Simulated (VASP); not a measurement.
A run of VASP 6.6.1:

Contents of INCAR:

```
SYSTEM = C
  PREC = Accurate
  ENCUT = 520
  EDIFF = 1E-6
  ISMEAR = 0
  SIGMA = 0.1
  LREAL = .FALSE.
  LASPH = .TRUE.
  NELM = 100
  ALGO = Normal
  ISIF = 2
  LWAVE = .FALSE.
  LCHARG = .TRUE.
  GGA = PE
  IVDW = 12
  LELF = .TRUE.
  LVHAR = .TRUE.
  NBANDS = 16
```

Contents of KPOINTS:

```
Automatic mesh
0
G
  9 9 4
  0 0 0
```

Contents of POSCAR:

```
C
1.0
    1.2280479700     -2.1270618200      0.0000000000
    1.2280479700      2.1270618200      0.0000000000
    0.0000000000      0.0000000000      7.1732677600
C
4
Direct
    0.0833794600      0.9166205400      0.7531376000
    0.5833794600      0.4166205400      0.2468624000
    0.9166205400      0.0833794600      0.2468624000
    0.4166205400      0.5833794600      0.7531376000
```

Potentials or basis: VASP PAW PBE potentials, release 64 (C).

Command:

```console
$ cat potpaw_PBE.64/C/POTCAR > POTCAR
$ mpirun -np 1 vasp_std > vasp.out
```

Hardware: 1 thread of Intel(R) Xeon(R) 6975P-C (Granite Rapids), with other jobs on the host.

Q: Estimate the wall time of this run.

A: It took 32 s on 1 thread of Intel(R) Xeon(R) 6975P-C (Granite Rapids), with other jobs on the host, peak memory 0.17 GiB. Counts: scf iterations 12, k points 75.
